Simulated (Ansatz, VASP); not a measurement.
## One calculation of Mg, two programs

```
Mg
1.0
     4.81327   -8.33682    0.00000
    -9.62654    0.00000    0.00000
     0.00000    0.00000  -10.29183
Mg
35
Direct
  0.44444 0.55556 0.87500
  0.11257 0.55576 0.37500
  0.11081 0.55530 0.87500
  0.77653 0.55576 0.37500
  0.77783 0.55530 0.87500
  0.44424 0.22347 0.37500
  0.44470 0.22217 0.87500
  0.11257 0.22347 0.37500
  0.11081 0.22217 0.87500
  0.77778 0.22222 0.37500
  0.77778 0.22222 0.87500
  0.44424 0.88743 0.37500
  0.44470 0.88919 0.87500
  0.11111 0.88889 0.37500
  0.11111 0.88889 0.87500
  0.77653 0.88743 0.37500
  0.77783 0.88919 0.87500
  0.55438 0.44562 0.12627
  0.55438 0.44562 0.62373
  0.22458 0.44562 0.12627
  0.22458 0.44562 0.62373
  0.88910 0.44486 0.12452
  0.88910 0.44486 0.62548
  0.55514 0.11090 0.12452
  0.55514 0.11090 0.62548
  0.22280 0.11227 0.12473
  0.22280 0.11227 0.62527
  0.88910 0.11090 0.12452
  0.88910 0.11090 0.62548
  0.55438 0.77542 0.12627
  0.55438 0.77542 0.62373
  0.22280 0.77720 0.12473
  0.22280 0.77720 0.62527
  0.88773 0.77720 0.12473
  0.88773 0.77720 0.62527
```

Change from the starting cell: Mg vacancy (site c), charge +0, atoms relaxed at the host's cell.

Alike in both runs: functional PBE; k mesh 3 × 3 × 3; occupations gaussian, width 0.1 eV; no spin polarisation.

Ansatz relaxed the structure, and its values are those at the end. VASP's run is a single point on that final structure, the one shown.

|  | VASP | Ansatz |
| --- | --- | --- |
| version | VASP 6.6.1 | Ansatz 0.2.0 |
| potentials or method | VASP PAW PBE potentials, release 64 (Mg), cutoff 520 eV | scalar-relativistic, plane waves, PAW |
| valence electrons in the cell | 70 | 350 |

```tsv
	VASP	Ansatz	Ansatz less VASP
gap on the k mesh at the Fermi level (eV)	none	none	-
rms of the force components (eV/Å)	0.003	0.003	+0.0004
```

A gap of «none» marks a metal or a gap that the smearing closes. With one functional, cell and mesh, what is left measures potentials, basis and numerics. VASP's potentials hold 70 valence electrons a cell and Ansatz's 350, so a difference there can come from the potentials and not from the codes.
